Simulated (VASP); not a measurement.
# Ir (I4/mmm) in VASP: a series of runs

Ir is run at these levels: LDA; tasks: single point.

All numbers are computed with VASP 6.6.1; they aren't measurements. Logs are shortened: lines on timing, memory, paths and dates and some standing lists are left out, and cuts for length are marked.

**1. The cell of the first run**

The structure is tetragonal, space group I4/mmm (No. 139). The conventional cell has a = 2.715 Å, b = 2.715 Å, c = 3.667 Å, α = 90.00°, β = 90.00°, γ = 90.00°. Ir (site symmetry 4/mmm) has 12 Ir at 2.65 to 2.71 Å within 3.5 Å.

**2. Single point, LDA (strain -0.0450 x Voigt [0, 0, 1, 0, 0, 0])**

File INCAR:

```
SYSTEM = Ir
PREC     = Accurate       ! precision mode
ENCUT    = 560            ! plane-wave cutoff, eV
EDIFF    = 1E-6           ! SCF threshold, eV
ISMEAR   = 0              ! smearing method
SIGMA    = 0.15           ! smearing width, eV
LREAL    = .False.        ! projectors in reciprocal space
LASPH    = .True.         ! aspherical terms in the spheres
NELM     = 120            ! most SCF steps
ALGO     = Normal         ! electronic algorithm
ISIF     = 2              ! what is computed and relaxed
LWAVE    = .False.        ! write WAVECAR
LCHARG   = .True.         ! write CHGCAR
LELF     = .True.         ! ELF
LVHAR    = .True.       
NBANDS   = 14             ! bands
GGA_COMPAT= .False.
```

File KPOINTS:

```
Automatic mesh
0
Gamma
  8 8 8
  0 0 0
```

File POSCAR:

```
Ir
1.0
    0.0000000000      1.9197000000      1.8333135000
    1.9197000000      0.0000000000      1.8333135000
    1.9197000000      1.9197000000      0.0000000000
Ir
1
Direct
    0.0000000000      0.0000000000      0.0000000000
```

Potentials or basis: VASP PAW LDA potentials, release 64 (Ir_sv_GW).

Started as:

```sh
cat potpaw_LDA.64/Ir_sv_GW/POTCAR > POTCAR
mpirun -np 1 vasp_std > vasp.out
```

OUTCAR:

```text
SYSTEM = Ir
   PREC = Accurate
   ENCUT = 560
   EDIFF = 1E-6
   ISMEAR = 0
   LREAL = .False.
   LASPH = .True.
   NELM = 120
   ISIF = 2

 ion  position               nearest neighbor table
   1  0.000  0.000  0.000-

  LATTYP: Found a body centered tetragonal cell.
 ALAT       =     2.7148657757
 C/A-ratio  =     1.3505739521

  Lattice vectors:

 A1 = (   0.0000000000,  -1.9197000000,  -1.8333135000)
 A2 = (   0.0000000000,   1.9197000000,  -1.8333135000)
 A3 = (   1.9197000000,   0.0000000000,   1.8333135000)

Analysis of symmetry for initial positions (statically):
=====================================================================
 Subroutine PRICEL returns:
 Original cell was already a primitive cell.

 Routine SETGRP: Setting up the symmetry group for a
 body centered tetragonal supercell.

 Subroutine GETGRP returns: Found 16 space group operations
 (whereof 16 operations were pure point group operations)
 out of a pool of 16 trial point group operations.

The static configuration has the point symmetry D_4h.

Analysis of symmetry for dynamics (positions and initial velocities):
=====================================================================
 Subroutine PRICEL returns:
 Original cell was already a primitive cell.

 Routine SETGRP: Setting up the symmetry group for a
 body centered tetragonal supercell.

 Subroutine GETGRP returns: Found 16 space group operations
 (whereof 16 operations were pure point group operations)
 out of a pool of 16 trial point group operations.

The dynamic configuration has the point symmetry D_4h.

 Subroutine INISYM returns: Found 16 space group operations
 (whereof 16 operations are pure point group operations),
 and found     1 'primitive' translations

----------------------------------------------------------------------------------------

                                     Primitive cell

  volume of cell :      13.5124

  direct lattice vectors                    reciprocal lattice vectors
     0.000000000  1.919700000  1.833313500    -0.260457363  0.260457363  0.272730223
     1.919700000  0.000000000  1.833313500     0.260457363 -0.260457363  0.272730223
     1.919700000  1.919700000  0.000000000     0.260457363  0.260457363 -0.272730223

  length of vectors
     2.654484221  2.654484221  2.714865776     0.458320685  0.458320685  0.458320685

  position of ions in fractional coordinates (direct lattice)
     0.000000000  0.000000000  0.000000000

  ion indices of the primitive-cell ions
   primitive index   ion index
                 1           1

----------------------------------------------------------------------------------------

 KPOINTS: Automatic mesh

Automatic generation of k-mesh.
 Grid dimensions read from file:
 generate k-points for:    8    8    8

 Generating k-lattice:

  Cartesian coordinates                     Fractional coordinates (reciprocal lattice)
    -0.032557170  0.032557170  0.034091278     0.125000000  0.000000000  0.000000000
     0.032557170 -0.032557170  0.034091278     0.000000000  0.125000000  0.000000000
     0.032557170  0.032557170 -0.034091278     0.000000000  0.000000000  0.125000000

  Length of vectors
     0.057290086  0.057290086  0.057290086

  Shift w.r.t. Gamma in fractional coordinates (k-lattice)
     0.000000000  0.000000000  0.000000000

 Subroutine IBZKPT returns following result:
 ===========================================

 Found     59 irreducible k-points:

 Following reciprocal coordinates:
            Coordinates               Weight
  0.000000  0.000000  0.000000      1.000000
  0.125000  0.000000  0.000000      8.000000
  0.250000  0.000000  0.000000      8.000000
  0.375000  0.000000  0.000000      8.000000
  0.500000  0.000000  0.000000      4.000000
  0.125000  0.125000  0.000000      2.000000
[... 16 lines left out ...]
  0.250000  0.000000  0.125000     16.000000
  0.375000  0.000000  0.125000     16.000000
 [... further k-points ...]
   k-points           NKPTS =     59   k-points in BZ     NKDIM =     59   number of bands    NBANDS=     14
   number of dos      NEDOS =    301   number of ions     NIONS =      1
   total plane-waves  NPLWV =   9600
   dimension x,y,z NGX =    20 NGY =   20 NGZ =   24
   dimension x,y,z NGXF=    40 NGYF=   40 NGZF=   48
   ions per type =               1
   NGX,Y,Z   is equivalent  to a cutoff of  12.53, 12.53, 14.70 a.u.
   NGXF,Y,Z  is equivalent  to a cutoff of  25.05, 25.05, 29.39 a.u.
 SYSTEM =  Ir
   PREC   = accura    normal or accurate (medium, high low for compatibility)
   ISTART =      0    job   : 0-new  1-cont  2-samecut
   ICHARG =      2    charge: 1-file 2-atom 10-const
   ISPIN  =      1    spin polarized calculation?
   LNONCOLLINEAR =      F non collinear calculations
   LSORBIT =      F    spin-orbit coupling
   LASPH  =      T    aspherical Exc in radial PAW
   ENCUT  =  560.0 eV  41.16 Ry    6.42 a.u.   5.12  5.12  5.24*2*pi/ulx,y,z
   NELM   =    120;   NELMIN=  2; NELMDL= -5     # of ELM steps
   EDIFF  = 0.1E-05   stopping-criterion for ELM
   LREAL  =      F    real-space projection
   EDIFFG = 0.1E-04   stopping-criterion for IOM
   NSW    =      0    number of steps for IOM
   IBRION =     -1    ionic relax: 0-MD 1-quasi-New 2-CG
   NFREE  =      0    steps in history (QN), initial steepest desc. (CG)
   ISIF   =      2    stress and relaxation
   ISYM   =      2    0-nonsym 1-usesym 2-fastsym
   POTIM  = 0.5000    time-step for ionic-motion
   TEBEG  =    0.0;   TEEND  =   0.0 temperature during run
   PSTRESS=    0.0 pullay stress
   NELECT =      17.0000    total number of electrons
   NUPDOWN=      -1.0000    fix difference up-down
   EMIN   =  10.00;   EMAX   =-10.00  energy-range for DOS
   EFERMI =   0.00;   METHOD = LEGACY
   ISMEAR =     0;   SIGMA  =   0.15  broadening in eV -4-tet -1-fermi 0-gaus
   EFERMI_NEDOS =   21; number of points for ismear=-14 and -15
   IALGO  =     38    algorithm
   IMIX   =      4    mixing-type and parameters
     AMIX     =   0.40;   BMIX     =  1.00
     AMIX_MAG =   1.60;   BMIX_MAG =  1.00
  volume/ion in A,a.u.               =      13.51        91.19
  Fermi-wavevector in a.u.,A,eV,Ry     =   1.767312  3.339736 42.496342  3.123393
  Thomas-Fermi vector in A             =   2.834723
   LORBIT       =      0    0 simple, 1 ext, 2 COOP (PROOUT), +10 PAW based schemes
   GGA     = CA    functional components
   LHFCALC =     F    Hartree Fock is set to
   AEXX    =    0.0000 exact exchange contribution
   IVDW    =     0    specifies the selected vdW correction
   LEPSILON=     F    determine dielectric tensor
   LRPA    =     F    only Hartree local field effects (RPA)
 non-spin polarized calculation
 Gauss-broadening in eV      SIGMA  =   0.15
  energy-cutoff  :      560.00
  volume of cell :       13.51
 maximum number of plane-waves:       428
   NGX = 11   NGY = 11   NGZ = 11

 number of electron      17.0000000 magnetization

 Free energy of the ion-electron system (eV)
  ---------------------------------------------------
  ext. energy  EPLUGINS =         0.00000000
  ---------------------------------------------------
  free energy    TOTEN  =       -10.79280364 eV

  energy without entropy =      -10.77244508  energy(sigma->0) =      -10.78262436

 E-fermi :  13.6161     XC(G=0): -15.0780

 val. band max:       13.5870692786   @ k =   0.5000   0.0000   0.3750
 cond. band min:      13.6283534041   @ k =  -0.3750   0.2500   0.0000
 fundamental gap:      0.0412841255
 Fermi energy:        13.6161309023

 k-point     1 :       0.0000    0.0000    0.0000
  band No.  band energies     occupation
      1     -79.0890      2.00000
      2     -35.7157      2.00000
      3     -35.7157      2.00000
      4     -35.6794      2.00000
      5       1.9974      2.00000
      6       9.1930      2.00000
      7       9.1930      2.00000
      8       9.8198      2.00000
      9      11.8908      2.00000
     10      12.7183      2.00000
     11      27.1013      0.00000
     12      32.3017      0.00000
     13      32.3017      0.00000
     14      33.9098      0.00000

 k-point     2 :       0.1250    0.0000    0.0000
  band No.  band energies     occupation
      1     -79.0773      2.00000
      2     -35.8484      2.00000
      3     -35.7397      2.00000
      4     -35.7064      2.00000
      5       2.7076      2.00000
      6       8.9947      2.00000
      7       9.4608      2.00000
      8       9.9548      2.00000
      9      11.7953      2.00000
     10      12.4965      2.00000
     11      28.2917      0.00000
     12      30.5034      0.00000
     13      33.5022      0.00000
     14      34.5830      0.00000

 k-point     3 :       0.2500    0.0000    0.0000
  band No.  band energies     occupation
      1     -79.0481      2.00000
      2     -36.1864      2.00000
      3     -35.7980      2.00000
      4     -35.7432      2.00000
      5       4.2822      2.00000
      6       8.8764      2.00000
      7       9.5591      2.00000
      8      10.1801      2.00000
      9      12.3660      2.00000
     10      12.6094      2.00000
     11      27.2089      0.00000
     12      30.1556      0.00000
     13      36.6865      0.00000
     14      37.5400      0.00000
[... 324 lines left out ...]
 k-point    23 :       0.2500    0.0000    0.1250
  band No.  band energies     occupation
      1     -79.0507      2.00000
      2     -36.0927      2.00000
      3     -35.8087      2.00000
      4     -35.7855      2.00000
      5       4.2848      2.00000
      6       8.0692      2.00000
      7       9.8431      2.00000
      8      10.6000      2.00000
      9      11.5843      2.00000
     10      13.1203      2.00000
     11      29.1796      0.00000
     12      30.7617      0.00000
     13      33.8657      0.00000
     14      35.0895      0.00000

 k-point    24 :       0.3750    0.0000    0.1250
  band No.  band energies     occupation
      1     -79.0214      2.00000
      2     -36.4006      2.00000
      3     -35.8828      2.00000
      4     -35.8280      2.00000
      5       5.4510      2.00000
      6       8.8007      2.00000
      7       9.0607      2.00000
      8      10.4217      2.00000
      9      13.6963      0.44964
     10      14.0645      0.00002
     11      25.4965      0.00000
     12      29.3385      0.00000
     13      33.5811      0.00000
     14      35.0397      0.00000

 [... further k-points ...]

------------------------ aborting loop because EDIFF is reached ----------------------------------------

  FORCE on cell =-STRESS in cart. coord.  units (eV):
  Direction    XX          YY          ZZ          XY          YZ          ZX
  --------------------------------------------------------------------------------------
  -------------------------------------------------------------------------------------
  Total        0.5052897      0.5052897      2.0700458      0.0000000     -0.0000000      0.0000000
  in kB       59.9125144     59.9125144    245.4466345      0.0000000     -0.0000000      0.0000000
  external PRESSURE =     121.7572211 kB  Pullay stress =       0.0000000 kB

 VOLUME and BASIS-vectors are now :
 -----------------------------------------------------------------------------
  energy-cutoff  :      560.00
  volume of cell :       13.51
      direct lattice vectors                 reciprocal lattice vectors
     0.000000000  1.919700000  1.833313500    -0.260457363  0.260457363  0.272730223
     1.919700000  0.000000000  1.833313500     0.260457363 -0.260457363  0.272730223
     1.919700000  1.919700000  0.000000000     0.260457363  0.260457363 -0.272730223

 POSITION                                       TOTAL-FORCE (eV/Angst)
 -----------------------------------------------------------------------------------
      0.00000      0.00000      0.00000         0.000000      0.000000      0.000000
 -----------------------------------------------------------------------------------
    total drift:                                0.000000      0.000000      0.000000

  FREE ENERGIE OF THE ION-ELECTRON SYSTEM (eV)
  ---------------------------------------------------
  free  energy   TOTEN  =       -10.7928036364 eV

  energy  without entropy=      -10.7724450805  energy(sigma->0) =      -10.78262436
```

Run time: 15 s. Hardware: 1 thread of Intel Xeon Platinum 8375C at 2.90GHz (Ice Lake), shared host; peak memory 0.14 GiB.

What came out:

| Quantity | Value |
| --- | --- |
| Free energy | -10.7928 eV |
| Pressure | 12.2 GPa |
| Band gap on the k mesh | zero (an odd number of electrons rules out a gap without spin polarisation) |

Stress tensor (GPa, compression positive):
```
 5.99  0.00  0.00
 0.00  5.99  0.00
 0.00  0.00 24.54
```

Caveat: the cell differs from its parent crystal (strain -0.0450 x Voigt [0, 0, 1, 0, 0, 0]); the stress differs along the axes, from 6 to 25 GPa; spin-orbit coupling is left out, which moves the levels of the heavy elements.

**3. Single point, LDA (strain -0.0300 x Voigt [0, 0, 1, 0, 0, 0])**

File INCAR:

```
  PREC = Accurate
  ENCUT = 560
  EDIFF = 1E-6
  ISMEAR = 0
  SIGMA = 0.15
  LREAL = False
  LASPH = True
  NELM = 120
  ALGO = Normal
  ISIF = 2
  LWAVE = False
  LCHARG = False
  GGA = CA
  NBANDS = 14
  GGA_COMPAT = False
```

File KPOINTS:

```
Automatic mesh
0
Gamma
  8 8 8
```

File POSCAR:

```
Ir
1.0
    0.0000000000      1.9197000000      1.8621090000
    1.9197000000      0.0000000000      1.8621090000
    1.9197000000      1.9197000000      0.0000000000
Ir
1
Direct
    0.0000000000      0.0000000000      0.0000000000
```

Potentials or basis: VASP PAW LDA potentials, release 64 (Ir_sv_GW).

Started as:

```sh
cat potpaw_LDA.64/Ir_sv_GW/POTCAR > POTCAR
mpirun -np 1 vasp_std > vasp.out
```

It took 5.4 s on 1 thread of Intel Xeon 6975P-C (Granite Rapids), shared host; peak memory 0.14 GiB.

The run converged. Its results:

* Free energy: -10.8200 eV
* Pressure: 4.9 GPa
* Band gap on the k mesh: zero (an odd number of electrons rules out a gap without spin polarisation)

Stress tensor (GPa, compression positive):
```
 0.95  0.00  0.00
 0.00  0.95  0.00
 0.00  0.00 12.92
```

Levels at points of the mesh, in eV from the Fermi level:
```
           k point  band 4  band 5  band 6  band 7  band 8  band 9  band 10  band 11  band 12  band 13
(0.00, 0.00, 0.00)  -49.28  -11.45   -4.27   -4.27   -3.86   -1.55    -1.00    13.51    18.83    18.83
(0.50, 0.00, 0.00)  -49.39   -8.47   -4.45   -4.00   -0.81    0.80     1.05     7.57    13.17    19.03
(0.50, 0.50, 0.00)  -49.67   -8.27   -7.76    0.89    1.54    1.54     2.14    11.22    11.22    11.51
(0.50, 0.00, 0.50)  -49.59   -8.31   -7.72    0.92    1.31    1.48     1.71    10.66    11.58    11.97
```

Caveat: the cell differs from its parent crystal (strain -0.0300 x Voigt [0, 0, 1, 0, 0, 0]); the stress differs along the axes, from 1 to 13 GPa; spin-orbit coupling is left out, which moves the levels of the heavy elements.

The gap in the log of VASP goes by the Fermi energy; the results here count the filled bands.